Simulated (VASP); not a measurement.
Input of a VASP 6.6.1 run:

Contents of INCAR:

```
PREC = Accurate
ENCUT = 520
EDIFF = 1E-6
ISMEAR = 0
SIGMA = 0.15
LREAL = F
LASPH = T
NELM = 80
ALGO = Fast
ISIF = 2
LWAVE = F
LCHARG = F
GGA = PS
NBANDS = 14
```

The input KPOINTS:

```
regular mesh
0
Gamma
  16 16 16
```

Contents of POSCAR:

```
AlNi
1.0
    1.9470216155     -1.9469698762      0.0000000000
    1.9470216155      1.9469698762      0.0000000000
    0.0000000000      0.0000000000      2.8688666979
Al Ni
1 1
Direct
    0.0000000000      0.0000000000      0.0000000000
    0.5000000000      0.5000000000      0.5000000000
```

Potentials or basis: VASP PAW PBE potentials, release 64 (Al, Ni).

Launch:

```bash
$ cat potpaw_PBE.64/Al/POTCAR potpaw_PBE.64/Ni/POTCAR > POTCAR
$ mpirun -np 1 vasp_std > vasp.out
```

What does it give for the pressure?

15.7 GPa.

Predict the band gap on the k mesh.

zero (an odd number of electrons rules out a gap without spin polarisation).

Stress tensor (GPa, compression positive):
```
17.00  0.00  0.00
 0.00 17.01  0.00
 0.00  0.00 13.16
```

Caveat: the cell differs from its parent crystal (normal strain along x -0.0367, normal strain along y -0.0367); the cell stands under pressure; the PAW data sets were made with another functional, which shifts forces and pressure a little. Spin polarisation is off, so any magnetic state and its effect on volume and gap are missing.
